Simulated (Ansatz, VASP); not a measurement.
**One calculation of Zn2B, two programs**

```
Zn B
1.0
     0.00000    2.88366    2.88366
     2.88366    0.00000    2.88366
     2.88366    2.88366    0.00000
Zn B
2 1
Direct
  0.25000 0.25000 0.25000
  0.75000 0.75000 0.75000
  0.00000 0.00000 0.00000
```

Change from the starting cell: species swapped into the Mg2Si type (Fm-3m, No. 225).

Alike in both runs: task single point; functional PBE; k mesh 6 × 6 × 6; occupations gaussian, width 0.1 eV; no spin polarisation.

```csv
,VASP,Ansatz
version,VASP 6.6.1,Ansatz 0.2.0
potentials or method,"VASP PAW PBE potentials, release 64 (Zn, B), cutoff 520 eV","scalar-relativistic, plane waves, PAW"
valence electrons in the cell,27,27
```

Ansatz gave:

| Quantity | Value |
| --- | --- |
| gap on the k mesh at the Fermi level (eV) | none |
| pressure (GPa) | -16.1 |

**Question.** Estimate VASP's values.

**Answer.** gap on the k mesh at the Fermi level (eV): none; pressure (GPa): -15.9.

A gap of «none» marks a metal or a gap that the smearing closes.
